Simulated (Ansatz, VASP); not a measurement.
# One calculation of BN, two programs

Contents of POSCAR:

```
BN
1.0
    0.0000000000      1.8790037797      1.8790037797
    1.8790037797      0.0000000000      1.8790037797
    1.8790037797      1.8790037797      0.0000000000
B N
1 1
Direct
    0.0000000000      0.0000000000      0.0000000000
    0.2500000000      0.2500000000      0.2500000000
```

The input INCAR.step1:

```
PREC = Accurate
ENCUT = 520
EDIFF = 1E-5
ISMEAR = 0
SIGMA = 0.01
LREAL = False
LASPH = True
NELM = 80
ALGO = Normal
ISIF = 2
LWAVE = True
LCHARG = False
NBANDS = 11
GGA = PE
```

The input INCAR.step2:

```
PREC = Accurate
ENCUT = 520
EDIFF = 1E-6
ISMEAR = 0
SIGMA = 0.01
LREAL = False
LASPH = True
NELM = 80
ALGO = Normal
ISIF = 2
LWAVE = False
LCHARG = False
GGA = PE
LHFCALC = True
HFSCREEN = 0.2079
PRECFOCK = Normal
NBANDS = 11
ISTART = 1
```

Contents of KPOINTS:

```
regular mesh
0
Gamma
  8 8 8
```

Input for Ansatz:

```yaml
crystal:
  lattice:
    - [0.0, 1.8790037797, 1.8790037797]
    - [1.8790037797, 0.0, 1.8790037797]
    - [1.8790037797, 1.8790037797, 0.0]
  atoms:
    - { symbol: B, position: [0.0, 0.0, 0.0] }
    - { symbol: "N", position: [0.25, 0.25, 0.25] }
kpoints:
  mp_grid: { grid: [8, 8, 8] }
  band_path:
    path:
      - [0.0, 0.0, 0.0]
      - [-0.5, -0.5, 0.0]
      - [-0.375, -0.375, 0.25]
      - [-0.375, 0.0, 0.375]
      - [0.0, 0.0, 0.5]
      - [-0.5, -0.25, 0.25]
    npoints: 1
hamiltonian:
  xc: hse06
scf:
  occupations: { method: fixed }
  n_extra_bands: 4
output:
  forces: true
  stress: true
  eigenvalues: true
  write_density: true
  write_potential: true
  elf: true
  volumetric_format: npy
```

Change from the starting cell: hydrostatic strain +4.1%.

Alike in both runs: task single point; functional HSE06; k mesh 8 × 8 × 8; no spin polarisation.

```csv
,VASP,Ansatz
version,VASP 6.6.1,Ansatz 0.2.0
potentials or method,"VASP PAW PBE potentials, release 64 (B, N)","plane waves, PAW"
plane-wave cutoff (eV),520,420
occupations,"gaussian, width 0.01 eV",fixed
valence electrons in the cell,8,8
```

```tsv
	VASP	Ansatz	Ansatz less VASP
gap on the k mesh at the Fermi level (eV)	5.61	5.62	+0.010
pressure (GPa)	-41.8	-41.9	-0.13
```

Both programs put the cell under strong tension, so it lies far from rest at this level. Ansatz's warnings: stress exchange threshold loose, stress scf threshold loose.

Noted on VASP's run: the cell as given lies far from equilibrium.
